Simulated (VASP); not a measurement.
# Al (P2_1/m) in VASP: a series of runs

The runs below take Al through single point, with PBEsol.

Program: VASP 6.6.1. These are calculated values, not measurements. Logs are shortened: lines on timing, memory, paths and dates and some standing lists are left out, and cuts for length are marked.

**1. The cell of the first run**

Symmetry: P2_1/m, No. 11, monoclinic system. Conventional cell: a = 2.812 Å, b = 4.867 Å, c = 2.812 Å, α = 90.00°, β = 120.00°, γ = 90.00°. Within 3.6 Å of Al (site symmetry m) lie 14 Al at 2.74 to 3.59 Å.

**2. Single point, PBEsol (atom 1 (Al) moved by (-0.450, -0.450) A along x and y)**

INCAR reads:

```
SYSTEM = Al
PREC = Accurate
ENCUT = 520
EDIFF = 1E-6
ISMEAR = 0
SIGMA = 0.15
LREAL = .False.
LASPH = .True.
NELM = 60
ALGO = Fast
ISIF = 2
LWAVE = .False.
LCHARG = .False.
GGA = PS
NBANDS = 10
```

KPOINTS reads:

```
regular mesh
0
Gamma
  18 18 10
  0 0 0
```

POSCAR reads:

```
Al
1.0
    2.8124553515      0.0000000000      0.0000000000
   -1.4062276757      2.4356577814      0.0000000000
    0.0000000000      0.0000000000      4.8668500000
Al
2
Direct
    0.4142866171      0.1485783142      0.7500000000
    0.3333333333      0.6666666667      0.2500000000
```

Potentials or basis: VASP PAW PBE potentials, release 64 (Al).

Started as:

```bash
> cat potpaw_PBE.64/Al/POTCAR > POTCAR
> mpirun -np 1 vasp_std > vasp.out
```

OUTCAR:

```text
SYSTEM = Al
   PREC = Accurate
   ENCUT = 520
   EDIFF = 1E-6
   ISMEAR = 0
   LREAL = .False.
   LASPH = .True.
   NELM = 60
   ISIF = 2
   GGA = PS

 ion  position               nearest neighbor table
   1  0.414  0.149  0.750-   2 2.74   2 2.74   2 2.90   2 2.90   2 3.31   2 3.31
   2  0.333  0.667  0.250-   1 2.74   1 2.74   1 2.90   1 2.90   1 3.31   1 3.31

  LATTYP: Found a hexagonal cell.
 ALAT       =     2.8124553515
 C/A-ratio  =     1.7304630267

  Lattice vectors:

 A1 = (   2.8124553515,   0.0000000000,   0.0000000000)
 A2 = (  -1.4062276757,   2.4356577814,   0.0000000000)
 A3 = (   0.0000000000,   0.0000000000,   4.8668500000)

Analysis of symmetry for initial positions (statically):
=====================================================================
 Subroutine PRICEL returns:
 Original cell was already a primitive cell.

 Routine SETGRP: Setting up the symmetry group for a
 hexagonal supercell.

 Subroutine GETGRP returns: Found  4 space group operations
 (whereof  1 operations were pure point group operations)
 out of a pool of 24 trial point group operations.

The static configuration has the point symmetry C_1 .
 The point group associated with its full space group is C_2h.

Analysis of symmetry for dynamics (positions and initial velocities):
=====================================================================
 Subroutine PRICEL returns:
 Original cell was already a primitive cell.

 Routine SETGRP: Setting up the symmetry group for a
 hexagonal supercell.

 Subroutine GETGRP returns: Found  4 space group operations
 (whereof  1 operations were pure point group operations)
 out of a pool of 24 trial point group operations.

The dynamic configuration has the point symmetry C_1 .
 The point group associated with its full space group is C_2h.

 Subroutine INISYM returns: Found  4 space group operations
 (whereof  1 operations are pure point group operations),
 and found     1 'primitive' translations

----------------------------------------------------------------------------------------

                                     Primitive cell

  volume of cell :      33.3388

  direct lattice vectors                    reciprocal lattice vectors
     2.812455352  0.000000000  0.000000000     0.355561200  0.205283355  0.000000000
    -1.406227676  2.435657781  0.000000000     0.000000000  0.410566709  0.000000000
     0.000000000  0.000000000  4.866850000     0.000000000  0.000000000  0.205471712

  length of vectors
[... 84 lines left out ...]
   EDIFFG = 0.1E-04   stopping-criterion for IOM
   NSW    =      0    number of steps for IOM
   IBRION =     -1    ionic relax: 0-MD 1-quasi-New 2-CG
   NFREE  =      0    steps in history (QN), initial steepest desc. (CG)
   ISIF   =      2    stress and relaxation
   ISYM   =      2    0-nonsym 1-usesym 2-fastsym
   POTIM  = 0.5000    time-step for ionic-motion
   TEBEG  =    0.0;   TEEND  =   0.0 temperature during run
   PSTRESS=    0.0 pullay stress
   NELECT =       6.0000    total number of electrons
   NUPDOWN=      -1.0000    fix difference up-down
   EMIN   =  10.00;   EMAX   =-10.00  energy-range for DOS
   EFERMI =   0.00;   METHOD = LEGACY
   ISMEAR =     0;   SIGMA  =   0.15  broadening in eV -4-tet -1-fermi 0-gaus
   EFERMI_NEDOS =   21; number of points for ismear=-14 and -15
   IALGO  =     68    algorithm
   IMIX   =      4    mixing-type and parameters
     AMIX     =   0.40;   BMIX     =  1.00
     AMIX_MAG =   1.60;   BMIX_MAG =  1.00
  volume/ion in A,a.u.               =      16.67       112.49
  Fermi-wavevector in a.u.,A,eV,Ry     =   0.924291  1.746656 11.623640  0.854313
  Thomas-Fermi vector in A             =   2.050021
   LORBIT       =      0    0 simple, 1 ext, 2 COOP (PROOUT), +10 PAW based schemes
   GGA     = PS    functional components
   LHFCALC =     F    Hartree Fock is set to
   AEXX    =    0.0000 exact exchange contribution
   IVDW    =     0    specifies the selected vdW correction
   LEPSILON=     F    determine dielectric tensor
   LRPA    =     F    only Hartree local field effects (RPA)
 non-spin polarized calculation
 RMM-DIIS sequential band-by-band and
 Gauss-broadening in eV      SIGMA  =   0.15
  energy-cutoff  :      520.00
  volume of cell :       33.34
 maximum number of plane-waves:       920
 NGX is ok and might be reduce to    24
   NGX = 11   NGY = 11   NGZ = 19

 number of electron       6.0000000 magnetization

 Free energy of the ion-electron system (eV)
  ---------------------------------------------------
  ext. energy  EPLUGINS =         0.00000000
  ---------------------------------------------------
  free energy    TOTEN  =        -8.02310670 eV

  energy without entropy =       -8.01409755  energy(sigma->0) =       -8.01860212

 E-fermi :   7.7847     XC(G=0): -10.2155

 val. band max:        7.7846341560   @ k =   0.4444   0.3889   0.2000
 cond. band min:       7.7889376565   @ k =  -0.2222   0.1111   0.3000
 fundamental gap:      0.0043035004
 Fermi energy:         7.7846648974

 k-point     1 :       0.0000    0.0000    0.0000
  band No.  band energies     occupation
      1      -3.2268      2.00000
      2       2.7807      2.00000
      3       2.9874      2.00000
      4      18.1292      0.00000
      5      19.2058      0.00000
      6      19.4974      0.00000
      7      19.9383      0.00000
      8      20.2329      0.00000
      9      20.7522      0.00000
     10      20.7744      0.00000
[... 287 lines left out ...]
 k-point    24 :       0.0000    0.4444    0.0000
  band No.  band energies     occupation
      1       1.6091      2.00000
      2       4.2067      2.00000
      3       7.5775      1.94924
      4       7.6920      1.61790
      5      10.1537      0.00000
      6      10.1660      0.00000
      7      14.3707      0.00000
      8      14.9230      0.00000
      9      19.7383      0.00000
     10      20.2662      0.00000

 [... further k-points ...]
[... 5 lines left out ...]
  --------------------------------------------------------------------------------------
  -------------------------------------------------------------------------------------
  Total       -0.0459624     -0.0468691      0.2055803      0.0124247      0.0000000      0.0000000
  in kB       -2.2088357     -2.2524073      9.8796654      0.5971015      0.0000000      0.0000000
  external PRESSURE =       1.8061408 kB  Pullay stress =       0.0000000 kB

 VOLUME and BASIS-vectors are now :
 -----------------------------------------------------------------------------
  energy-cutoff  :      520.00
  volume of cell :       33.34
      direct lattice vectors                 reciprocal lattice vectors
     2.812455352  0.000000000  0.000000000     0.355561200  0.205283355  0.000000000
    -1.406227676  2.435657781  0.000000000     0.000000000  0.410566709  0.000000000
     0.000000000  0.000000000  4.866850000     0.000000000  0.000000000  0.205471712

 POSITION                                       TOTAL-FORCE (eV/Angst)
 -----------------------------------------------------------------------------------
      0.95623      0.36189      3.65014        -0.040630      0.271617     -0.000000
     -0.00000      1.62377      1.21671         0.040630     -0.271617      0.000000
 -----------------------------------------------------------------------------------
    total drift:                               -0.000000      0.000001     -0.000000

  FREE ENERGIE OF THE ION-ELECTRON SYSTEM (eV)
  ---------------------------------------------------
  free  energy   TOTEN  =        -8.0231066952 eV

  energy  without entropy=       -8.0140975496  energy(sigma->0) =       -8.01860212
```

OSZICAR:

```text
N       E                     dE             d eps       ncg     rms          rms(c)
DAV:   1    -0.929170255514E+00   -0.92917E+00   -0.22949E+03 19696   0.471E+02
DAV:   2    -0.792321533643E+01   -0.69940E+01   -0.67589E+01 25432   0.533E+01
DAV:   3    -0.807825489231E+01   -0.15504E+00   -0.15369E+00 25890   0.647E+00
DAV:   4    -0.807890945662E+01   -0.65456E-03   -0.65451E-03 23248   0.470E-01
DAV:   5    -0.807891518288E+01   -0.57263E-05   -0.57261E-05 23550   0.450E-02    0.193E+00
RMM:   6    -0.804529620254E+01    0.33619E-01   -0.34800E-03 19887   0.304E-01    0.111E+00
RMM:   7    -0.802316395875E+01    0.22132E-01   -0.92792E-03 20687   0.489E-01    0.155E-01
RMM:   8    -0.802310213993E+01    0.61819E-04   -0.49254E-04 21541   0.141E-01    0.248E-02
RMM:   9    -0.802310938733E+01   -0.72474E-05   -0.72335E-05 22769   0.616E-02    0.235E-02
RMM:  10    -0.802311148271E+01   -0.20954E-05   -0.10642E-05 23042   0.222E-02    0.649E-02
RMM:  11    -0.802310748444E+01    0.39983E-05   -0.20610E-06 21411   0.832E-03    0.352E-02
RMM:  12    -0.802310669517E+01    0.78927E-06   -0.49196E-07 15652   0.498E-03
   1 F= -.80231067E+01 E0= -.80186021E+01  d E =-.900915E-02
```

stdout:

```text
POSCAR found type information on POSCAR Al
 POSCAR found :  1 types and       2 ions
 scaLAPACK will be used
 -----------------------------------------------------------------------------
|                                                                             |
|                                                                             |
|     You enforced a specific xc type in the INCAR file but a different       |
|     I HOPE YOU KNOW WHAT YOU ARE DOING!                                     |
|                                                                             |
 -----------------------------------------------------------------------------

 LDA part: xc-table for (Slater+PW92), standard interpolation
 POSCAR, INCAR and KPOINTS ok, starting setup
 FFT: planning ... GRIDC
 FFT: planning ... GRID_SOFT
 FFT: planning ... GRID
 WAVECAR not read
 entering main loop
```

Run time: 3.8 min. Hardware: 1 thread of Intel Xeon Platinum 8259CL at 2.50GHz (Skylake/Cascade Lake), shared host; peak memory 0.36 GiB.

Results:

- Free energy: -8.0231 eV
- Pressure: 0.2 GPa
- Largest force: 0.275 eV/Å
- Band gap on the k mesh: zero (bands 3 and 4 overlap by 6.99 eV)

Forces in eV/Å, atoms in the order of the input:
```
Al  -0.041  0.272  0.000
Al   0.041 -0.272  0.000
```

Caveat: the cell differs from its parent crystal (atom 1 (Al) moved by (-0.450, -0.450) A along x and y); the PAW data sets were made with another functional, which shifts forces and pressure a little.

**3. Single point, PBEsol (atom 1 (Al) moved by (-0.450, +0.000) A along x and y)**

INCAR reads:

```
PREC = Accurate ; ENCUT = 520
EDIFF = 1E-6 ; ISMEAR = 0
SIGMA = 0.15 ; LREAL = False
LASPH = True ; NELM = 100
ALGO = Fast ; ISIF = 2
LWAVE = False ; LCHARG = False
GGA = PS ; NBANDS = 10
```

KPOINTS reads:

```
Automatic mesh
0
Gamma
  18 18 10
```

POSCAR, as its differences from that of step 2:

```diff
@@ -8,3 +8,3 @@
 Direct
-    0.4142866171      0.1485783142      0.7500000000
+    0.5066641266      0.3333333333      0.7500000000
     0.3333333333      0.6666666667      0.2500000000
```

Potentials or basis: VASP PAW PBE potentials, release 64 (Al).

Started as:

```bash
> cat potpaw_PBE.64/Al/POTCAR > POTCAR
> mpirun -np 1 vasp_std > vasp.out
```

Wall time 4.6 min (1 thread of Intel Xeon Platinum 8259CL at 2.50GHz (Skylake/Cascade Lake), shared host); peak memory 0.36 GiB.

The run converged. Its results:

| Item | Value |
| --- | --- |
| Free energy | -8.0383 eV |
| Pressure | -0.1 GPa |
| Largest force | 0.346 eV/Å |
| Band gap on the k mesh | zero (bands 3 and 4 overlap by 6.87 eV) |

Forces on the atoms (eV/Å):
```
Al   0.300 -0.172  0.000
Al  -0.300  0.172  0.000
```

Stress tensor (GPa, compression positive):
```
-0.23  0.00  0.00
 0.00 -0.36  0.00
 0.00  0.00  0.38
```

Levels at points of the mesh, in eV from the Fermi level:
```tsv
k point	band 1	band 2	band 3	band 4	band 5	band 6	band 7
(0.00, 0.00, 0.00)	-11.02	-5.01	-4.80	10.44	11.49	11.64	11.94
(0.50, 0.00, 0.00)	-5.01	-4.83	0.31	0.34	1.62	1.90	6.29
(0.00, 0.50, 0.00)	-4.98	-4.88	0.58	0.65	1.41	1.51	6.44
(0.50, 0.50, 0.00)	-4.94	-4.93	0.94	1.04	1.07	1.09	6.35
(0.00, 0.00, 0.50)	-9.47	-9.47	2.39	2.39	12.53	12.53	12.61
(0.50, 0.00, 0.50)	-3.64	-3.64	-3.20	-3.20	7.23	7.23	7.81
(0.00, 0.50, 0.50)	-3.77	-3.77	-3.04	-3.04	7.10	7.10	7.55
(0.50, 0.50, 0.50)	-3.81	-3.81	-2.97	-2.97	7.04	7.04	7.52
```

Caveat: the cell differs from its parent crystal (atom 1 (Al) moved by (-0.450, +0.000) A along x and y); the PAW data sets were made with another functional, which shifts forces and pressure a little.

**4. Single point, PBEsol (atom 1 (Al) moved by (-0.450, +0.450) A along x and y)**

INCAR reads:

```
ALGO     = Fast           # electronic algorithm
EDIFF    = 1E-6           # SCF threshold, eV
ENCUT    = 520            # plane-wave cutoff, eV
GGA      = PS             # functional
ISIF     = 2              # what is computed and relaxed
ISMEAR   = 0              # smearing method
LASPH    = T              # aspherical terms in the spheres
LCHARG   = F              # write CHGCAR
LREAL    = F              # projectors in reciprocal space
LWAVE    = F              # write WAVECAR
NBANDS   = 10             # bands
NELM     = 80             # most SCF steps
PREC     = Accurate       # precision mode
SIGMA    = 0.15           # smearing width, eV
```

KPOINTS reads:

```
k-points
0
Gamma
  18 18 10
```

POSCAR, as its differences from that of step 3:

```diff
@@ -8,3 +8,3 @@
 Direct
-    0.5066641266      0.3333333333      0.7500000000
+    0.5990416362      0.5180883525      0.7500000000
     0.3333333333      0.6666666667      0.2500000000
```

Started as:

```bash
> cat potpaw_PBE.64/Al/POTCAR > POTCAR
> mpirun -np 1 vasp_std > vasp.out
```

Wall time 4.4 min (1 thread of Intel Xeon Platinum 8259CL at 2.50GHz (Skylake/Cascade Lake), shared host); peak memory 0.36 GiB.

Results (log left out):

| Item | Value |
| --- | --- |
| Free energy | -7.9276 eV |
| Pressure | 1.8 GPa |
| Largest force | 0.611 eV/Å |
| Band gap on the k mesh | zero (bands 3 and 4 overlap by 6.69 eV) |

Forces on the atoms (eV/Å):
```
Al   0.563 -0.238  0.000
Al  -0.563  0.238  0.000
```

Stress tensor (GPa, compression positive):
```
 0.17 -0.11  0.00
-0.11  0.03  0.00
 0.00  0.00  5.26
```

Levels at points of the mesh, in eV from the Fermi level:
| k point | band 1 | band 2 | band 3 | band 4 | band 5 | band 6 |
| --- | --- | --- | --- | --- | --- | --- |
| (0.00, 0.00, 0.00) | -10.98 | -4.97 | -4.79 | 10.06 | 11.60 | 11.64 |
| (0.50, 0.00, 0.00) | -4.97 | -4.82 | 0.40 | 0.53 | 1.58 | 1.74 |
| (0.00, 0.50, 0.00) | -4.99 | -4.79 | 0.24 | 0.34 | 1.70 | 1.98 |
| (0.50, 0.50, 0.00) | -4.94 | -4.86 | 0.65 | 0.85 | 1.34 | 1.41 |
| (0.00, 0.00, 0.50) | -9.43 | -9.43 | 2.38 | 2.38 | 12.57 | 12.57 |
| (0.50, 0.00, 0.50) | -3.69 | -3.69 | -3.07 | -3.07 | 6.88 | 6.88 |
| (0.00, 0.50, 0.50) | -3.59 | -3.59 | -3.20 | -3.20 | 6.95 | 6.95 |
| (0.50, 0.50, 0.50) | -3.77 | -3.77 | -2.96 | -2.96 | 6.83 | 6.83 |

Caveat: the cell differs from its parent crystal (atom 1 (Al) moved by (-0.450, +0.450) A along x and y); the PAW data sets were made with another functional, which shifts forces and pressure a little.

**5. Summary**

| cell | gap on the mesh (eV) | pressure (GPa) | largest force (eV/Å) |
| --- | --- | --- | --- |
| as given, atomic positions A | none | 0.2 | 0.27 |
| as given, atomic positions B | none | -0.1 | 0.35 |
| as given, atomic positions C | none | 1.8 | 0.61 |

Alike in all rows: task single point; level PBEsol; potentials or basis VASP PAW PBE potentials, release 64 (Al); no spin polarisation; k mesh 18 × 18 × 10; cutoff (eV) 520; smearing gaussian 0.15 eV.

Caveats: the PAW data sets were made with another functional, which shifts forces and pressure a little.

Total energies depend on the potentials used, so only differences within one code and one set of settings carry meaning.
